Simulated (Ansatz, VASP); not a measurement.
One calculation of Na2YB2, two programs

The input INCAR:

```
SYSTEM = Na2YB2
PREC = Accurate ; ENCUT = 520
EDIFF = 1E-6 ; ISMEAR = 0
SIGMA = 0.01 ; LREAL = .FALSE.
LASPH = .TRUE. ; NELM = 60
ALGO = Normal ; ISIF = 2
LWAVE = .FALSE. ; LCHARG = .TRUE.
GGA = PS ; LELF = .TRUE.
LVHAR = .TRUE. ; NBANDS = 42
```

KPOINTS

```
Automatic mesh
0
G
  4 4 4
  0 0 0
```

The input POSCAR:

```
Na2YB2
1.0
    0.0000000000      4.9068050000      3.0516970000
    0.0000000000     -4.9068050000      3.0516970000
    5.7478660000      0.0000000000     -3.0516970000
Na B Y
4 4 2
Direct
    0.7476300000      0.4976300000      0.9952600000
    0.0023700000      0.7523700000      0.5047400000
    0.2523700000      0.5023700000      0.0047400000
    0.9976300000      0.2476300000      0.4952600000
    0.6960000000      0.8040000000      0.2500000000
    0.0540000000      0.4460000000      0.2500000000
    0.3040000000      0.1960000000      0.7500000000
    0.9460000000      0.5540000000      0.7500000000
    0.3750000000      0.1250000000      0.2500000000
    0.6250000000      0.8750000000      0.7500000000
```

Input for Ansatz:

```yaml
crystal:
  lattice:
    - [0.0, 4.906805, 3.051697]
    - [0.0, -4.906805, 3.051697]
    - [5.747866, 0.0, -3.051697]
  atoms:
    - { symbol: Na, position: [0.74763, 0.49763, 0.99526] }
    - { symbol: Na, position: [0.00237, 0.75237, 0.50474] }
    - { symbol: Na, position: [0.25237, 0.50237, 0.00474] }
    - { symbol: Na, position: [0.99763, 0.24763, 0.49526] }
    - { symbol: B, position: [0.696, 0.804, 0.25] }
    - { symbol: B, position: [0.054, 0.446, 0.25] }
    - { symbol: B, position: [0.304, 0.196, 0.75] }
    - { symbol: B, position: [0.946, 0.554, 0.75] }
    - { symbol: "Y", position: [0.375, 0.125, 0.25] }
    - { symbol: "Y", position: [0.625, 0.875, 0.75] }
  symmetry: { tolerance: 0.0003 }
kpoints:
  mp_grid: { grid: [4, 4, 4], shift: [0, 0, 0] }
magnetization:
  spin_polarized: false
scf:
  occupations: { method: gaussian, width: 0.01 }
  eigensolver: { kind: davidson }
hamiltonian:
  pseudopotentials: { kind: paw }
  xc: pbesol
basis:
  ecutwfc: 420
output:
  forces: true
  stress: true
  eigenvalues: true
```

Alike in both runs: task single point; functional PBEsol; k mesh 4 × 4 × 4; occupations gaussian, width 0.01 eV; no spin polarisation.

|  | VASP | Ansatz |
| --- | --- | --- |
| version | VASP 6.6.1 | Ansatz 0.2.0 |
| potentials or method | VASP PAW PBE potentials, release 64 (Na_pv, B, Y_sv), cutoff 520 eV | PAW plane waves |
| valence electrons in the cell | 62 | 70 |

```tsv
	VASP	Ansatz	Ansatz less VASP
gap on the k mesh at the Fermi level (eV)	none	none	-
pressure (GPa)	8.4	8.2	-0.22
traceless stress, the component that is largest in VASP (GPa)	-3.04	-3.08	-0.035
rms of the force components (eV/Å)	0.536	0.532	-0.0041
```

VASP's potentials were made for PBE, not for PBEsol. Atom by atom the forces differ by 0.004 eV/Å (rms over components). A gap of «none» marks a metal or a gap that the smearing closes. With one functional, cell and mesh, what is left measures potentials, basis and numerics. VASP's potentials hold 62 valence electrons a cell and Ansatz's 70, so a difference there can come from the potentials and not from the codes.
